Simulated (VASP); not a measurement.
Input of a VASP 6.6.1 run:

INCAR

```
  ALGO = Normal
  EDIFF = 1E-8
  ENCUT = 520
  GGA = PE
  GGA_COMPAT = False
  ISIF = 2
  ISMEAR = -1
  LASPH = True
  LCHARG = False
  LEFG = True
  LNONCOLLINEAR = True
  LORBIT = 11
  LORBMOM = True
  LREAL = False
  LSORBIT = True
  LWAVE = False
  MAGMOM = 0 0 0 0 0 0 0 0 0 0 0 0
  NBANDS = 54
  NELM = 150
  PREC = Accurate
  SIGMA = 0.02
```

Contents of KPOINTS:

```
k-points
0
Gamma
  6 6 5
```

The input POSCAR:

```
PbO
1.0
    3.9744000000      0.0000000000      0.0000000000
    0.0000000000      3.9744000000      0.0000000000
    0.0000000000      0.0000000000      5.0220000000
Pb O
2 2
Direct
    0.0000000000      0.5000000000      0.2402618821
    0.5000000000      0.0000000000      0.7597381179
    0.0000000000      0.0000000000      0.0000000000
    0.5000000000      0.5000000000      0.0000000000
```

Potentials or basis: VASP PAW PBE potentials, release 64 (Pb_d, O).

Run with:

```console
$ cat potpaw_PBE.64/Pb_d/POTCAR potpaw_PBE.64/O/POTCAR > POTCAR
$ mpirun -np 1 vasp_ncl > vasp.out
```

Q: Predict the pressure.

A: 3.4 GPa.

Q: Predict the largest force.

A: 0.079 eV/Å.

Q: What does it give for the net moment?

A: 0.00 μB per cell.

Stress tensor (GPa, compression positive):
```
3.82 0.00 0.00
0.00 3.82 0.00
0.00 0.00 2.53
```

Caveat: the cell stands under pressure; without QUAD_EFG the Cq values of the log hold for a quadrupole moment of 1 mb, not for the nuclei.
